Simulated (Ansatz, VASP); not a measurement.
AlN in VASP and in Ansatz

The input INCAR:

```
SYSTEM = AlN
  PREC = Accurate
  ENCUT = 520
  EDIFF = 1E-7
  ISMEAR = -1
  SIGMA = 0.02
  LREAL = .FALSE.
  LASPH = .TRUE.
  NELM = 100
  ALGO = Normal
  ISIF = 2
  LWAVE = .FALSE.
  LCHARG = .TRUE.
  GGA = PE
  LELF = .TRUE.
  LVHAR = .TRUE.
  NBANDS = 11
```

KPOINTS

```
Automatic mesh
0
G
  10 10 10
  0 0 0
```

POSCAR

```
AlN
1.0
    0.0000000000      2.1848764128      2.1848764128
    2.1848764128      0.0000000000      2.1848764128
    2.1848764128      2.1848764128      0.0000000000
Al N
1 1
Direct
    0.0000000000      0.0000000000      0.0000000000
    0.2500000000      0.2500000000      0.2500000000
```

Input for Ansatz:

```yaml
crystal:
  lattice:
    - [0.0, 2.1848764128, 2.1848764128]
    - [2.1848764128, 0.0, 2.1848764128]
    - [2.1848764128, 2.1848764128, 0.0]
  atoms:
    - { symbol: Al, position: [0.0, 0.0, 0.0] }
    - { symbol: "N", position: [0.25, 0.25, 0.25] }
kpoints:
  mp_grid: { grid: [10, 10, 10] }
  band_path:
    path:
      - [0.0, 0.0, 0.0]
      - [-0.5, -0.5, 0.0]
      - [-0.375, -0.375, 0.25]
      - [-0.375, 0.0, 0.375]
      - [0.0, 0.0, 0.5]
      - [-0.5, -0.25, 0.25]
    npoints: 1
hamiltonian:
  xc: pbe
scf:
  occupations: { method: fermi_dirac, width: 0.02 }
  n_extra_bands: 4
output:
  forces: true
  stress: true
  eigenvalues: true
  write_density: true
  write_potential: true
  elf: true
  volumetric_format: npy
```

Alike in both runs: task single point; functional PBE; k mesh 10 × 10 × 10; occupations fermi-dirac, width 0.02 eV; no spin polarisation.

|  | VASP | Ansatz |
| --- | --- | --- |
| version | VASP 6.6.1 | Ansatz 0.2.0 |
| potentials or method | VASP PAW PBE potentials, release 64 (Al, N) | plane waves, PAW |
| plane-wave cutoff (eV) | 520 | 420 |
| valence electrons in the cell | 8 | 8 |

```tsv
	VASP	Ansatz	Ansatz less VASP
gap on the k mesh at the Fermi level (eV)	3.32	3.33	+0.008
pressure (GPa)	4.3	4.6	+0.27
```

The functional is the same, so the differences come from potentials, cutoffs and numerics.
